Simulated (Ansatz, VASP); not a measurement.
Two plane-wave programs on CdSe

```
CELL_PARAMETERS angstrom
4.30000 0.00000 0.00000
-2.15000 3.72391 0.00000
0.00000 0.00000 7.02000
ATOMIC_POSITIONS crystal
Cd 0.33333 0.66667 0.00000
Cd 0.66667 0.33333 0.50000
Se 0.33333 0.66667 0.38500
Se 0.66667 0.33333 0.88500
```

Alike in both runs: task single point; functional PBE; k mesh 5 × 5 × 3; no spin polarisation.

```csv
,VASP,Ansatz
version,VASP 6.6.1,Ansatz 0.2.0
potentials or method,"VASP PAW PBE potentials, release 64 (Cd, Se), cutoff 500 eV","plane waves, PAW"
occupations,"gaussian, width 0.01 eV",fixed
valence electrons in the cell,36,72
```

```csv
,VASP,Ansatz,Ansatz less VASP
gap on the k mesh at the Fermi level (eV),0.70,0.70,+0.001
```

VASP's potentials hold 36 valence electrons a cell and Ansatz's 72, so a difference there can come from the potentials and not from the codes.
